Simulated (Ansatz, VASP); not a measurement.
# Cs2P4O: VASP beside Ansatz

INCAR

```
PREC = Accurate
ENCUT = 520
EDIFF = 1E-6
ISMEAR = -1
SIGMA = 0.0375
LREAL = F
LASPH = T
NELM = 60
ALGO = Normal
ISIF = 2
LWAVE = F
LCHARG = F
GGA = PE
NBANDS = 31
```

Contents of KPOINTS:

```
regular mesh
0
Gamma
  8 8 8
```

File POSCAR:

```
Cs2P4O
1.0
    0.0000000000      4.7254740000      0.0000000000
    4.7254740000      0.0000000000      0.0000000000
    2.3627370000      2.3627370000     -7.3197910000
P Cs O
4 2 1
Direct
    0.1500000000      0.1500000000      0.7000000000
    0.8500000000      0.8500000000      0.3000000000
    0.5000000000      0.0000000000      0.0000000000
    0.0000000000      0.5000000000      0.0000000000
    0.3600000000      0.3600000000      0.2800000000
    0.6400000000      0.6400000000      0.7200000000
    0.0000000000      0.0000000000      0.0000000000
```

Input for Ansatz:

```yaml
crystal:
  lattice:
    - [0.0, 4.725474, 0.0]
    - [4.725474, 0.0, 0.0]
    - [2.362737, 2.362737, -7.319791]
  atoms:
    - { symbol: P, position: [0.15, 0.15, 0.7] }
    - { symbol: P, position: [0.85, 0.85, 0.3] }
    - { symbol: Cs, position: [0.36, 0.36, 0.28] }
    - { symbol: Cs, position: [0.64, 0.64, 0.72] }
    - { symbol: P, position: [0.5, 0.0, 0.0] }
    - { symbol: P, position: [0.0, 0.5, 0.0] }
    - { symbol: O, position: [0.0, 0.0, 0.0] }
  symmetry: { tolerance: 0.0003 }
kpoints:
  mp_grid: { grid: [8, 8, 8], shift: [0, 0, 0] }
  band_path:
    path:
      - [0.0, 0.0, 0.0]
      - [0.5, 0.5, 0.5]
      - [0.5, 0.5, 0.25]
      - [0.0, 0.5, 0.0]
      - [0.0, 0.0, 0.0]
      - [0.0, 0.0, -0.5]
      - [0.0, 0.44790412, -0.27604794]
      - [0.0, 0.55209588, 0.27604794]
      - [0.0, 0.0, 0.0]
      - [0.5, 0.5, 0.5]
      - [0.44790412, 0.55209588, 0.5]
    npoints: 6
magnetization:
  spin_polarized: false
scf:
  occupations: { method: fermi_dirac, width: 0.0375 }
  lower_state_search: "off"
  max_iter: 200
hamiltonian:
  pseudopotentials: { kind: paw }
  xc: pbe
basis:
  ecutwfc: 420
  fft_grid_basis: typed
output:
  forces: true
  stress: true
  eigenvalues: true
  bader: true
  populations: true
  elf: true
  write_potential: true
  volumetric_format: npy
  dos:
    e_range: [-12, 8]
    de: 0.05
    projected: { site_lists: { Cs: [Cs], O: [O], P: [P] } }
checkpoint:
  read: saved_state
```

Alike in both runs: task single point; functional PBE; k mesh 8 × 8 × 8; occupations fermi-dirac, width 0.0375 eV; no spin polarisation.

```csv
,VASP,Ansatz
version,VASP 6.6.1,Ansatz 0.2.0
potentials or method,"VASP PAW PBE potentials, release 64 (P, Cs_sv, O), cutoff 520 eV",PAW plane waves
valence electrons in the cell,44,44
```

```tsv
	VASP	Ansatz	Ansatz less VASP
pressure (GPa)	3.8	3.7	-0.16
rms of the force components (eV/Å)	0.803	0.797	-0.0060
```

With one functional, cell and mesh, what is left measures potentials, basis and numerics.

Spin-orbit coupling is off throughout.
